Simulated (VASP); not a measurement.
Wanted: the native input for a VASP 6.6.1 run.

```
Task                   : single point
Functional             : r2SCAN
Potentials or basis    : VASP PAW PBE potentials, release 64 (Ga_d, N)
Cutoff                 : 520 eV
k mesh                 : 12 × 12 × 6
Occupations            : gaussian, width 0.02 eV
Spin                   : no spin polarisation
Dipole correction      : no
Further INCAR settings : ALGO = Normal; EDIFF = 1e-07; NBANDS = 26
```

Crystal: GaN.

```xyz
4
Lattice="3.2146 0.0000 0.0000 -1.6073 2.7839 0.0000 0.0000 0.0000 5.2349" Properties=species:S:1:pos:R:3 pbc="T T T"
Ga    0.0000    1.8560   -0.0047
Ga    1.6073    0.9280    2.6128
N     0.0000    1.8560    1.9678
N     1.6073    0.9280    4.5852
```

This cell differs from its parent crystal: volume scaled by 1.03, then relaxed in part.

The input as run:

POSCAR

```
GaN
1.0
    3.2146163016      0.0000000000      0.0000000000
   -1.6073081508      2.7839393806      0.0000000000
    0.0000000000      0.0000000000      5.2349222886
Ga N
2 2
Direct
    0.3333333333      0.6666666667     -0.0008898964
    0.6666666667      0.3333333333      0.4991101036
    0.3333333333      0.6666666667      0.3758898964
    0.6666666667      0.3333333333      0.8758898964
```

INCAR.step1

```
SYSTEM = GaN
PREC = Accurate
ENCUT = 520
ISMEAR = 0
SIGMA = 0.02
LREAL = .FALSE.
LASPH = .TRUE.
NELM = 100
NBANDS = 26
GGA = PE
ALGO = Normal
EDIFF = 1E-4
LWAVE = .TRUE.
LCHARG = .FALSE.
```

INCAR.step2

```
SYSTEM = GaN
PREC = Accurate
ENCUT = 520
EDIFF = 1E-7
ISMEAR = 0
SIGMA = 0.02
LREAL = .FALSE.
LASPH = .TRUE.
NELM = 100
ALGO = Normal
ISIF = 2
LWAVE = .FALSE.
LCHARG = .TRUE.
METAGGA = R2SCAN
LMIXTAU = .TRUE.
LELF = .TRUE.
LVHAR = .TRUE.
NBANDS = 26
ISTART = 1
```

KPOINTS

```
Automatic mesh
0
G
  12 12 6
  0 0 0
```

Potentials or basis: VASP PAW PBE potentials, release 64 (Ga_d, N).

Command:

```bash
$ cat potpaw_PBE.64/Ga_d/POTCAR potpaw_PBE.64/N/POTCAR > POTCAR
$ cp INCAR.step1 INCAR
$ mpirun -np 1 vasp_std > vasp.out
$ cp INCAR.step2 INCAR
$ mpirun -np 1 vasp_std > vasp.out
```

It gave:

The pressure is -4.4 GPa and the band gap on the k mesh is 2.14 eV, direct.

Caveat: the PAW data sets were made with another functional, which shifts forces and pressure a little.

Wall time 110 s on 1 thread of Intel(R) Xeon(R) 6975P-C (Granite Rapids), on a shared host, peak memory 0.22 GiB.
